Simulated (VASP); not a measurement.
A run of VASP 6.6.1 is set up as follows.

Contents of INCAR:

```
SYSTEM = C
PREC = Accurate ; ENCUT = 520
EDIFF = 1E-7 ; ISMEAR = 0
SIGMA = 0.05 ; LREAL = .FALSE.
LASPH = .TRUE. ; NELM = 60
ALGO = Normal ; ISIF = 2
LWAVE = .FALSE. ; LCHARG = .TRUE.
GGA = PS ; LELF = .TRUE.
LVHAR = .TRUE. ; NBANDS = 31
```

File KPOINTS:

```
regular mesh
0
G
  12 12 12
  0 0 0
```

Contents of POSCAR:

```
C
1.0
    1.2534231687      0.7236642039     10.0070809987
   -1.2534231687      0.7236642039     10.0070809987
    0.0000000000     -1.4473284077     10.0070809987
C
10
Direct
    0.0248215789      0.0248215789      0.0248215789
    0.9751784211      0.9751784211      0.9751784211
    0.1086886328      0.1086886328      0.1086886328
    0.8913113672      0.8913113672      0.8913113672
    0.1583653670      0.1583653670      0.1583653670
    0.8416346330      0.8416346330      0.8416346330
    0.3748636560      0.3748636560      0.3748636560
    0.6251363440      0.6251363440      0.6251363440
    0.4253184939      0.4253184939      0.4253184939
    0.5746815061      0.5746815061      0.5746815061
```

Potentials or basis: VASP PAW PBE potentials, release 64 (C).

Run with:

```bash
$ cat potpaw_PBE.64/C/POTCAR > POTCAR
$ mpirun -np 1 vasp_std > vasp.out
```

Task: What does it give for the band gap on the k mesh?

Result: 4.13 eV (least direct gap 5.03 eV).

Task: Estimate the largest force.

Result: 0.269 eV/Å.

Task: What does it give for the pressure?

Result: 16.4 GPa.

Stress tensor (GPa, compression positive):
```
 2.64  0.00  0.00
 0.00  2.64  0.00
 0.00  0.00 43.98
```

Caveat: the cell differs from its parent crystal (strain -0.0300 x Voigt [0, 0, 1, 0, 0, 0]); the stress differs along the axes, from 3 to 44 GPa; the PAW data sets were made with another functional, which shifts forces and pressure a little. A k mesh can miss the band edges.
